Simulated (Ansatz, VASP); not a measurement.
Ca3AsP: VASP beside Ansatz

```
Ca P As
1.0
     5.33390    0.00000    0.00000
     0.00000    5.33390    0.00000
     0.00000    0.00000    5.33390
Ca P As
3 1 1
Cartesian
  0.0000 2.6669 2.6669
  2.6669 0.0000 2.6669
  2.6669 2.6669 0.0000
  2.6669 2.6669 2.6669
  0.0000 0.0000 0.0000
```

Alike in both runs: task single point; functional r2SCAN; k mesh 1 × 1 × 1; occupations gaussian, width 0.1 eV; no spin polarisation.

|  | VASP | Ansatz |
| --- | --- | --- |
| version | VASP 6.6.1 | Ansatz 0.2.0 |
| potentials or method | VASP PAW PBE potentials, release 64 (Ca_sv, P, As) | scalar-relativistic, plane waves, PAW |
| plane-wave cutoff (eV) | 550 | 500 |
| valence electrons in the cell | 40 | 50 |

VASP gave:

```
pressure (GPa) : 16.4
```

Task: What did Ansatz give for the same quantities?

Result: Pressure (GPa): 16.0.

VASP's potentials were made for PBE, not for r2SCAN. VASP's potentials hold 40 valence electrons a cell and Ansatz's 50, so a difference there can come from the potentials and not from the codes.

The k mesh is coarse, so the values compare programs but aren't converged.
